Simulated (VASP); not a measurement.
# Ni (Fm-3m) in VASP: a series of runs, part 2 of 2

VASP 6.6.1.

## 5. Single point, LDA, collinear spin, ferromagnetic start (volume scaled by 0.66)

INCAR reads:

```
SYSTEM = Ni
PREC = Accurate ; ENCUT = 520
EDIFF = 1E-7 ; ISMEAR = -1
SIGMA = 0.1 ; LREAL = .False.
LASPH = .True. ; NELM = 150
ALGO = Normal ; ISIF = 2
LWAVE = .False. ; LCHARG = .False.
ISPIN = 2 ; MAGMOM = 1.5
LORBIT = 11 ; LMAXMIX = 4
NBANDS = 15
```

KPOINTS reads:

```
regular mesh
0
Gamma
  16 16 16
  0 0 0
```

POSCAR reads:

```
Ni
1.0
    0.0000000000      1.5340441584      1.5340441584
    1.5340441584      0.0000000000      1.5340441584
    1.5340441584      1.5340441584      0.0000000000
Ni
1
Direct
    0.0000000000      0.0000000000      0.0000000000
```

Potentials or basis: VASP PAW LDA potentials, release 64 (Ni).

Launch:

```
$ cat potpaw_LDA.64/Ni/POTCAR > POTCAR
$ mpirun -np 1 vasp_std > vasp.out
```

OUTCAR:

```text
SYSTEM = Ni
   PREC = Accurate
   ENCUT = 520
   EDIFF = 1E-7
   ISMEAR = -1
   LREAL = .False.
   LASPH = .True.
   NELM = 150
   ISIF = 2
   ISPIN = 2
   LORBIT = 11

 ion  position               nearest neighbor table
   1  0.000  0.000  0.000-

  LATTYP: Found a face centered cubic cell.
 ALAT       =     3.0680883168

  Lattice vectors:

 A1 = (   0.0000000000,   1.5340441584,   1.5340441584)
 A2 = (   1.5340441584,   0.0000000000,   1.5340441584)
 A3 = (   1.5340441584,   1.5340441584,   0.0000000000)

Analysis of symmetry for initial positions (statically):
=====================================================================
 Subroutine PRICEL returns:
 Original cell was already a primitive cell.

 Routine SETGRP: Setting up the symmetry group for a
 face centered cubic supercell.

 Subroutine GETGRP returns: Found 48 space group operations
 (whereof 48 operations were pure point group operations)
 out of a pool of 48 trial point group operations.

The static configuration has the point symmetry O_h .

Analysis of symmetry for dynamics (positions and initial velocities):
=====================================================================
[... 624 lines left out ...]
      7      43.3471      0.00000
      8      50.6049      0.00000
      9      50.6049      0.00000
     10      50.6049      0.00000
     11      56.5622      0.00000
     12      56.5622      0.00000
     13      56.5622      0.00000
     14      57.2596      0.00000
[... 403 lines left out ...]
      4      13.2771      1.00000
      5      14.9751      1.00000
      6      15.1769      0.99999
      7      42.9839      0.00000
      8      46.6413      0.00000
      9      49.2917      0.00000
     10      51.3552      0.00000
     11      55.4016      0.00000
     12      56.6499      0.00000
     13      58.7688      0.00000
     14      61.1938      0.00000
     15      62.5299      0.00000

 [... further k-points ...]
[... 5 lines left out ...]
  --------------------------------------------------------------------------------------
  -------------------------------------------------------------------------------------
  Total        8.2637128      8.2637128      8.2637128     -0.0000000     -0.0000000      0.0000000
  in kB     1833.7588311   1833.7588311   1833.7588311     -0.0000000     -0.0000000      0.0000000
  external PRESSURE =    1833.7588311 kB  Pullay stress =       0.0000000 kB

 VOLUME and BASIS-vectors are now :
 -----------------------------------------------------------------------------
  energy-cutoff  :      520.00
  volume of cell :        7.22
      direct lattice vectors                 reciprocal lattice vectors
     0.000000000  1.534044158  1.534044158    -0.325935859  0.325935859  0.325935859
     1.534044158  0.000000000  1.534044158     0.325935859 -0.325935859  0.325935859
     1.534044158  1.534044158  0.000000000     0.325935859  0.325935859 -0.325935859

 POSITION                                       TOTAL-FORCE (eV/Angst)
 -----------------------------------------------------------------------------------
      0.00000      0.00000      0.00000        -0.000000      0.000000      0.000000
 -----------------------------------------------------------------------------------
    total drift:                                0.000000      0.000000     -0.000000

  FREE ENERGIE OF THE ION-ELECTRON SYSTEM (eV)
  ---------------------------------------------------
  free  energy   TOTEN  =        -5.4328063267 eV

  energy  without entropy=       -5.3838537828  energy(sigma->0) =       -5.40833005

 total charge

# of ion       s       p       d       tot
------------------------------------------
    1        0.728   0.997   8.697  10.422

 magnetization (x)

# of ion       s       p       d       tot
------------------------------------------
    1       -0.002  -0.011   0.412   0.398
```

OSZICAR:

```text
N       E                     dE             d eps       ncg     rms          rms(c)
DAV:   1     0.323090367693E+02    0.32309E+02   -0.40687E+03  9656   0.955E+02
DAV:   2    -0.512989778151E+01   -0.37439E+02   -0.34999E+02 10002   0.174E+02
DAV:   3    -0.624931670166E+01   -0.11194E+01   -0.11135E+01 10394   0.291E+01
DAV:   4    -0.625264773768E+01   -0.33310E-02   -0.33308E-02 10731   0.155E+00
DAV:   5    -0.625265815253E+01   -0.10415E-04   -0.10416E-04 10553   0.834E-02    0.194E+01
DAV:   6    -0.556540535335E+01    0.68725E+00   -0.51738E+00 10625   0.287E+01    0.716E+00
DAV:   7    -0.547104476566E+01    0.94361E-01   -0.32815E-01  9946   0.730E+00    0.461E+00
DAV:   8    -0.543495815766E+01    0.36087E-01   -0.21893E-02 11891   0.101E+00    0.134E+00
DAV:   9    -0.543287000328E+01    0.20882E-02   -0.12779E-03 12616   0.230E-01    0.184E-01
DAV:  10    -0.543278363038E+01    0.86373E-04   -0.54306E-05 11294   0.657E-02    0.359E-02
DAV:  11    -0.543280770595E+01   -0.24076E-04   -0.17784E-05 10752   0.370E-02    0.233E-02
DAV:  12    -0.543280633056E+01    0.13754E-05   -0.48560E-07  9964   0.915E-03    0.291E-03
DAV:  13    -0.543280632669E+01    0.38626E-08   -0.76065E-08  7045   0.276E-03
   1 F= -.54328063E+01 E0= -.54083301E+01  d E =-.489525E-01  mag=     0.4120
```

stdout:

```text
POSCAR found type information on POSCAR Ni
 POSCAR found :  1 types and       1 ions
 scaLAPACK will be used
 LDA part: xc-table for (Slater(with rela. corr.)+CA(PZ))
 , standard interpolation
 POSCAR, INCAR and KPOINTS ok, starting setup
 FFT: planning ... GRIDC
 FFT: planning ... GRID_SOFT
 FFT: planning ... GRID
 WAVECAR not read
 entering main loop
```

Run time: 18 s. Hardware: 1 thread of Intel Xeon Platinum 8259CL at 2.50GHz (Skylake/Cascade Lake), shared host; peak memory 0.13 GiB.

Results:

```
Free energy  : -5.4328 eV
Pressure     : 183.4 GPa
Net moment   : 0.41 μB per cell
Site moments : Ni +0.40 μB
```

## 6. Summary

```csv
spin,cell,gap on the mesh (eV),pressure (GPa)
off,"a = 2.525 Å, angles 60.0°, 1 atom",none,-23.6
off,"a = 2.572 Å, angles 60.0°, 1 atom",none,-29.6
off,"a = 2.684 Å, angles 60.0°, 1 atom",none,-36.6
"collinear, ferromagnetic start","a = 2.169 Å, angles 60.0°, 1 atom",none,183.4
```

Alike in all rows: task single point; level LDA; potentials or basis VASP PAW LDA potentials, release 64 (Ni); k mesh 16 × 16 × 16; cutoff (eV) 520; smearing fermi-dirac 0.1 eV.

Total energies depend on the potentials used, so only differences within one code and one set of settings carry meaning.
